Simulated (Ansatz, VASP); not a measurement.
## MgO: VASP beside Ansatz

```xyz
4
Lattice="3.2856 0.0000 0.0000 -1.6428 2.8454 0.0000 0.0000 0.0000 4.9494" Properties=species:S:1:pos:R:3 pbc="T T T"
Mg    1.6428    0.9485    2.4854
Mg    0.0000    1.8969    0.0107
O     1.6428    0.9485    4.4666
O     0.0000    1.8969    1.9919
```

Change from the starting cell: volume scaled by 0.98.

Alike in both runs: task single point; functional PBEsol; k mesh 9 × 9 × 6; occupations fermi-dirac, width 0.05 eV; no spin polarisation.

|  | VASP | Ansatz |
| --- | --- | --- |
| version | VASP 6.6.1 | Ansatz 0.2.0 |
| potentials or method | VASP PAW PBE potentials, release 64 (Mg, O), cutoff 520 eV | all-electron LAPW, scalar-relativistic |

```tsv
	VASP	Ansatz	Ansatz less VASP
gap on the k mesh at the Fermi level (eV)	3.45	3.46	+0.005
least direct gap on the mesh (eV)	3.45	3.46	+0.005
pressure (GPa)	2.7	2.9	+0.18
traceless stress, the component that is largest in VASP (GPa)	-0.24	-0.24	-0.001
rms of the force components (eV/Å)	0.006	0.006	+0.0001
```

VASP's potentials were made for PBE, not for PBEsol. Atom by atom the forces differ by 0.000 eV/Å (rms over components). Ansatz ran all-electron here, and VASP with PAW potentials.
